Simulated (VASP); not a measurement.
# Ag2C (CdCl2 type) (R-3m) in VASP: single point with LDA

Aim: the single point of Ag2C (CdCl2 type) with LDA.

Program: VASP 6.6.1. These are calculated values, not measurements. Logs are shortened: lines on timing, memory, paths and dates and some standing lists are left out, and cuts for length are marked.

## Step 1: The cell of the first run

The structure is trigonal, space group R-3m (No. 166). The conventional cell has a = 3.027 Å, b = 3.027 Å, c = 15.089 Å, α = 90.00°, β = 90.00°, γ = 120.00°. Within 3.0 Å of C (site symmetry -3m) lie 6 Ag at 2.23 Å. Within 3.0 Å of Ag (site symmetry 3m) lie 3 C at 2.23 Å and 3 Ag at 2.85 Å.

## Step 2: Single point, LDA

The input, INCAR:

```
SYSTEM = Ag2C
PREC = Accurate ; ENCUT = 520
EDIFF = 1E-7 ; ISMEAR = -1
SIGMA = 0.05 ; LREAL = .FALSE.
LASPH = .TRUE. ; NELM = 80
ALGO = Normal ; ISIF = 2
LWAVE = .FALSE. ; LCHARG = .FALSE.
GGA = CA ; NBANDS = 20
```

The input, KPOINTS:

```
regular mesh
0
G
  14 14 14
  0 0 0
```

The input, POSCAR:

```
Ag2C
1.0
    1.5132901790     -0.8736984922      5.0298233832
    0.0000000000      1.7473969844      5.0298233832
   -1.5132901790     -0.8736984922      5.0298233832
C Ag
1 2
Direct
    0.0000000000      0.0000000000      0.0000000000
    0.2412175721      0.2412175721      0.2412175721
    0.7587824279      0.7587824279      0.7587824279
```

Potentials or basis: VASP PAW LDA potentials, release 64 (C, Ag).

Started as:

```sh
$ cat potpaw_LDA.64/C/POTCAR potpaw_LDA.64/Ag/POTCAR > POTCAR
$ mpirun -np 1 vasp_std > vasp.out
```

OUTCAR:

```text
SYSTEM = Ag2C
   PREC = Accurate
   ENCUT = 520
   EDIFF = 1E-7
   ISMEAR = -1
   LREAL = .FALSE.
   LASPH = .TRUE.
   NELM = 80
   ISIF = 2
   GGA = CA

 ion  position               nearest neighbor table
   1  0.000  0.000  0.000-   3 2.23   2 2.23   3 2.23   2 2.23   3 2.23   2 2.23
   2  0.241  0.241  0.241-   1 2.23   1 2.23   1 2.23   3 2.85   3 2.85   3 2.85   3 3.28   3 3.28
                             3 3.28
   3  0.759  0.759  0.759-   1 2.23   1 2.23   1 2.23   2 2.85   2 2.85   2 2.85   2 3.28   2 3.28
                             2 3.28

  LATTYP: Found a trigonal (rhomboedric) cell.
 ALAT       =     5.3247083946
 COS(alpha) =     0.8384590007

  Lattice vectors:

 A1 = (   1.5132901790,  -0.8736984922,   5.0298233832)
 A2 = (   0.0000000000,   1.7473969844,   5.0298233832)
 A3 = (  -1.5132901790,  -0.8736984922,   5.0298233832)

Analysis of symmetry for initial positions (statically):
=====================================================================
 Subroutine PRICEL returns:
 Original cell was already a primitive cell.

 Routine SETGRP: Setting up the symmetry group for a
 trigonal (rhombohedral) supercell.

 Subroutine GETGRP returns: Found 12 space group operations
 (whereof 12 operations were pure point group operations)
 out of a pool of 12 trial point group operations.

The static configuration has the point symmetry D_3d.

Analysis of symmetry for dynamics (positions and initial velocities):
=====================================================================
 Subroutine PRICEL returns:
 Original cell was already a primitive cell.

 Routine SETGRP: Setting up the symmetry group for a
 trigonal (rhombohedral) supercell.

 Subroutine GETGRP returns: Found 12 space group operations
 (whereof 12 operations were pure point group operations)
 out of a pool of 12 trial point group operations.

The dynamic configuration has the point symmetry D_3d.

 Subroutine INISYM returns: Found 12 space group operations
 (whereof 12 operations are pure point group operations),
 and found     1 'primitive' translations

----------------------------------------------------------------------------------------

                                     Primitive cell

  volume of cell :      39.9014

  direct lattice vectors                    reciprocal lattice vectors
     1.513290179 -0.873698492  5.029823383     0.330405898 -0.190759934  0.066271379
     0.000000000  1.747396984  5.029823383     0.000000000  0.381519868  0.066271379
    -1.513290179 -0.873698492  5.029823383    -0.330405898 -0.190759934  0.066271379
[... 80 lines left out ...]
   ISPIN  =      1    spin polarized calculation?
   LNONCOLLINEAR =      F non collinear calculations
   LSORBIT =      F    spin-orbit coupling
   LASPH  =      T    aspherical Exc in radial PAW
   ENCUT  =  520.0 eV  38.22 Ry    6.18 a.u.   9.90  9.90  9.90*2*pi/ulx,y,z
   NELM   =     80;   NELMIN=  2; NELMDL= -5     # of ELM steps
   EDIFF  = 0.1E-06   stopping-criterion for ELM
   LREAL  =      F    real-space projection
   EDIFFG = 0.1E-05   stopping-criterion for IOM
   NSW    =      0    number of steps for IOM
   IBRION =     -1    ionic relax: 0-MD 1-quasi-New 2-CG
   NFREE  =      0    steps in history (QN), initial steepest desc. (CG)
   ISIF   =      2    stress and relaxation
   ISYM   =      2    0-nonsym 1-usesym 2-fastsym
   POTIM  = 0.5000    time-step for ionic-motion
   TEBEG  =    0.0;   TEEND  =   0.0 temperature during run
   PSTRESS=    0.0 pullay stress
   NELECT =      26.0000    total number of electrons
   NUPDOWN=      -1.0000    fix difference up-down
   EMIN   =  10.00;   EMAX   =-10.00  energy-range for DOS
   EFERMI =   0.00;   METHOD = LEGACY
   ISMEAR =    -1;   SIGMA  =   0.05  broadening in eV -4-tet -1-fermi 0-gaus
   EFERMI_NEDOS =   21; number of points for ismear=-14 and -15
   IALGO  =     38    algorithm
   IMIX   =      4    mixing-type and parameters
     AMIX     =   0.40;   BMIX     =  1.00
     AMIX_MAG =   1.60;   BMIX_MAG =  1.00
  volume/ion in A,a.u.               =      13.30        89.76
  Fermi-wavevector in a.u.,A,eV,Ry     =   1.419286  2.682062 27.407218  2.014374
  Thomas-Fermi vector in A             =   2.540323
   LORBIT       =      0    0 simple, 1 ext, 2 COOP (PROOUT), +10 PAW based schemes
   GGA     = CA    functional components
   LHFCALC =     F    Hartree Fock is set to
   AEXX    =    0.0000 exact exchange contribution
   IVDW    =     0    specifies the selected vdW correction
   LEPSILON=     F    determine dielectric tensor
   LRPA    =     F    only Hartree local field effects (RPA)
 non-spin polarized calculation
  energy-cutoff  :      520.00
  volume of cell :       39.90
 maximum number of plane-waves:      1098
   NGX = 19   NGY = 19   NGZ = 19

 number of electron      25.9999998 magnetization

 Free energy of the ion-electron system (eV)
  ---------------------------------------------------
  ext. energy  EPLUGINS =         0.00000000
  ---------------------------------------------------
  free energy    TOTEN  =       -13.27422668 eV

  energy without entropy =      -13.26345535  energy(sigma->0) =      -13.26884101

 E-fermi :   8.6425     XC(G=0): -12.7900

 val. band max:        8.6421592754   @ k =  -0.2857   0.5000   0.2857
 cond. band min:       8.6502107880   @ k =  -0.1429   0.5000   0.0714
 fundamental gap:      0.0080515126
 Fermi energy:         8.6424948039

 k-point     1 :       0.0000    0.0000    0.0000
  band No.  band energies     occupation
      1      -4.0821      2.00000
      2       1.2056      2.00000
      3       2.7177      2.00000
      4       2.7177      2.00000
      5       3.2276      2.00000
      6       3.3332      2.00000
[... 541 lines left out ...]
     19      20.3429      0.00000
     20      21.3892      0.00000

 [... further k-points ...]
[... 5 lines left out ...]
  --------------------------------------------------------------------------------------
  -------------------------------------------------------------------------------------
  Total        0.0482092      0.0482092      0.0799292      0.0000000      0.0000000      0.0000000
  in kB        1.9357652      1.9357652      3.2094344      0.0000000      0.0000000      0.0000000
  external PRESSURE =       2.3603216 kB  Pullay stress =       0.0000000 kB

 VOLUME and BASIS-vectors are now :
 -----------------------------------------------------------------------------
  energy-cutoff  :      520.00
  volume of cell :       39.90
      direct lattice vectors                 reciprocal lattice vectors
     1.513290179 -0.873698492  5.029823383     0.330405898 -0.190759934  0.066271379
     0.000000000  1.747396984  5.029823383     0.000000000  0.381519868  0.066271379
    -1.513290179 -0.873698492  5.029823383    -0.330405898 -0.190759934  0.066271379

 POSITION                                       TOTAL-FORCE (eV/Angst)
 -----------------------------------------------------------------------------------
      0.00000      0.00000      0.00000         0.000000      0.000000      0.000000
      0.00000      0.00000      3.63985         0.000000      0.000000     -0.017253
      0.00000      0.00000     11.44962         0.000000      0.000000      0.017253
 -----------------------------------------------------------------------------------
    total drift:                               -0.000000      0.000000      0.000000

  FREE ENERGIE OF THE ION-ELECTRON SYSTEM (eV)
  ---------------------------------------------------
  free  energy   TOTEN  =       -13.2742266776 eV

  energy  without entropy=      -13.2634553511  energy(sigma->0) =      -13.26884101
```

OSZICAR:

```text
N       E                     dE             d eps       ncg     rms          rms(c)
DAV:   1     0.148135585228E+03    0.14814E+03   -0.13849E+04 11520   0.130E+03
DAV:   2    -0.109158146138E+02   -0.15905E+03   -0.15277E+03 12612   0.285E+02
DAV:   3    -0.157229450677E+02   -0.48071E+01   -0.47444E+01 13584   0.512E+01
DAV:   4    -0.157537789213E+02   -0.30834E-01   -0.30824E-01 12072   0.444E+00
DAV:   5    -0.157539494110E+02   -0.17049E-03   -0.17049E-03 13332   0.345E-01    0.157E+01
DAV:   6    -0.138069586955E+02    0.19470E+01   -0.10122E+01 14664   0.378E+01    0.120E+01
DAV:   7    -0.133083601030E+02    0.49860E+00   -0.17536E+00 12740   0.125E+01    0.655E+00
DAV:   8    -0.132930375131E+02    0.15323E-01   -0.26765E-01 12864   0.370E+00    0.977E-01
DAV:   9    -0.132744131988E+02    0.18624E-01   -0.45840E-02 13428   0.199E+00    0.251E-01
DAV:  10    -0.132743398507E+02    0.73348E-04   -0.45269E-03 12128   0.453E-01    0.967E-02
DAV:  11    -0.132742488798E+02    0.90971E-04   -0.52326E-04 14036   0.216E-01    0.305E-02
DAV:  12    -0.132742301782E+02    0.18702E-04   -0.75660E-05 12388   0.798E-02    0.154E-02
DAV:  13    -0.132742267050E+02    0.34732E-05   -0.20036E-05 12856   0.274E-02    0.193E-03
DAV:  14    -0.132742266776E+02    0.27360E-07   -0.86198E-07 12348   0.686E-03
   1 F= -.13274227E+02 E0= -.13268841E+02  d E =-.107713E-01
```

Run time: 6.4 min. Hardware: 1 thread of Intel Xeon Platinum 8375C at 2.90GHz (Ice Lake), shared host; peak memory 0.36 GiB.

What came out:

| Property | Result |
| --- | --- |
| Free energy | -13.2742 eV |
| Pressure | 0.2 GPa |
| Largest force | 0.017 eV/Å |
| Band gap on the k mesh | zero (band 13 reaches 9.54 eV, above the bottom of band 14 at 8.16 eV) |

Forces in eV/Å, atoms in the order of the input:
```
C    0.000  0.000  0.000
Ag   0.000  0.000 -0.017
Ag   0.000  0.000  0.017
```

Stress tensor (GPa, compression positive):
```
0.19 0.00 0.00
0.00 0.19 0.00
0.00 0.00 0.32
```
